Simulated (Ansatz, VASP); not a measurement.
Ta4O: VASP beside Ansatz

```xyz
5
Lattice="3.2575 0.0000 0.0000 0.0000 3.2575 0.0000 0.0000 0.0000 7.4093" Properties=species:S:1:pos:R:3 pbc="T T T"
Ta    0.0000    0.0000    3.7047
Ta    1.6287    1.6287    5.8027
Ta    1.6287    1.6287    1.6067
Ta    0.0000    0.0000    0.0000
O     1.6287    1.6287    3.7047
```

Alike in both runs: task single point; functional PBE; k mesh 14 × 14 × 6; occupations gaussian, width 0.1 eV; no spin polarisation.

|  | VASP | Ansatz |
| --- | --- | --- |
| version | VASP 6.6.1 | Ansatz 0.2.0 |
| potentials or method | VASP PAW PBE potentials, release 64 (Ta_pv, O), cutoff 520 eV | scalar-relativistic, plane waves, PAW |
| valence electrons in the cell | 50 | 58 |

|  | VASP | Ansatz | Ansatz less VASP |
| --- | --- | --- | --- |
| gap on the k mesh at the Fermi level (eV) | none | none | - |
| pressure (GPa) | -0.5 | -0.7 | -0.24 |
| traceless stress, the component that is largest in VASP (GPa) | -0.20 | -0.33 | -0.126 |
| rms of the force components (eV/Å) | 0.012 | 0.024 | +0.0125 |

Atom by atom the forces differ by 0.013 eV/Å (rms over components). A gap of «none» marks a metal or a gap that the smearing closes. With one functional, cell and mesh, what is left measures potentials, basis and numerics. VASP's potentials hold 50 valence electrons a cell and Ansatz's 58, so a difference there can come from the potentials and not from the codes.

Neither program's run includes spin-orbit coupling.
